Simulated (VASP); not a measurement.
Write the native input for VASP 6.6.1 that does the following.

```yaml
Task: relaxation of cell and atoms
Functional: PBE
Potentials_or_basis: VASP PAW PBE potentials, release 64 (Al, As)
Cutoff: 500 eV
k_mesh: 8 × 8 × 8
Occupations: fermi-dirac, width 0.02 eV
Spin: no spin polarisation
Dipole_correction: no
Further_INCAR_settings: ALGO = Normal; EDIFF = 1e-07; IBRION = 2; EDIFFG = -0.01; NSW = 80; ISIF = 3
```

The structure of AlAs lies in POSCAR:

```
AlAs
1.0
    0.0000000000      2.8304000000      2.8304000000
    2.8304000000      0.0000000000      2.8304000000
    2.8304000000      2.8304000000      0.0000000000
Al As
1 1
Direct
    0.0000000000      0.0000000000      0.0000000000
    0.2500000000      0.2500000000      0.2500000000
```

One way to write it, as run:

INCAR

```
PREC = Accurate
ENCUT = 500
EDIFF = 1E-7
ISMEAR = -1
SIGMA = 0.02
LREAL = F
LASPH = T
NELM = 120
ALGO = Normal
ISIF = 3
LWAVE = F
LCHARG = F
GGA = PE
IBRION = 2
NSW = 80
EDIFFG = -0.01
GGA_COMPAT = F
NELMIN = 4
```

KPOINTS

```
Automatic mesh
0
Gamma
  8 8 8
```

Potentials or basis: VASP PAW PBE potentials, release 64 (Al, As).

Command:

```bash
$ cat potpaw_PBE.64/Al/POTCAR potpaw_PBE.64/As/POTCAR > POTCAR
$ mpirun -np 1 vasp_std > vasp.out
```

Results of the run:

The relaxed volume is 23.55 Å³/atom, the relaxed cell is a = 4.054 Å, b = 4.054 Å, c = 4.054 Å, α = 60.00°, β = 60.00°, γ = 60.00° and the space group after relaxing (to 0.05 Å) is F-43m (No. 216). The energy gained by relaxing is 7.3 meV/atom and the ionic steps are 3. The pressure after relaxing is 0.0 GPa and the band gap on the k mesh is 1.50 eV, indirect (least direct gap 1.76 eV).

It took 32 s on 1 thread of Intel(R) Xeon(R) Platinum 8488C (Sapphire Rapids) (shared host), peak memory 0.17 GiB.
